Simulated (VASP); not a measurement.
Set up this calculation in VASP 6.6.1, as the native input.

```
Task                   : single point
Functional             : LDA
Potentials or basis    : VASP PAW LDA potentials, release 64 (As)
Cutoff                 : 520 eV
k mesh                 : 18 × 18 × 18
Occupations            : fermi-dirac, width 0.08 eV
Spin                   : no spin polarisation
Dipole correction      : no
Further INCAR settings : ALGO = Normal; EDIFF = 1e-06; NBANDS = 8
```

The structure of As lies in POSCAR:

```
As
1.0
   -1.6469586034      1.6469586034      1.6469586034
    1.6469586034     -1.6469586034      1.6469586034
    1.6469586034      1.6469586034     -1.6469586034
As
1
Direct
    0.0000000000      0.0000000000      0.0000000000
```

One way to write it, as run:

INCAR

```
PREC = Accurate
ENCUT = 520
EDIFF = 1E-6
ISMEAR = -1
SIGMA = 0.08
LREAL = F
LASPH = T
NELM = 60
ALGO = Normal
ISIF = 2
LWAVE = F
LCHARG = F
GGA = CA
NBANDS = 8
```

KPOINTS

```
regular mesh
0
Gamma
  18 18 18
```

Potentials or basis: VASP PAW LDA potentials, release 64 (As).

Launch:

```console
$ cat potpaw_LDA.64/As/POTCAR > POTCAR
$ mpirun -np 1 vasp_std > vasp.out
```

Results of the run:

- Pressure: 0.3 GPa

Wall time 8.6 s on 1 thread of Intel Xeon 6975P-C (shared host), peak memory 0.14 GiB.
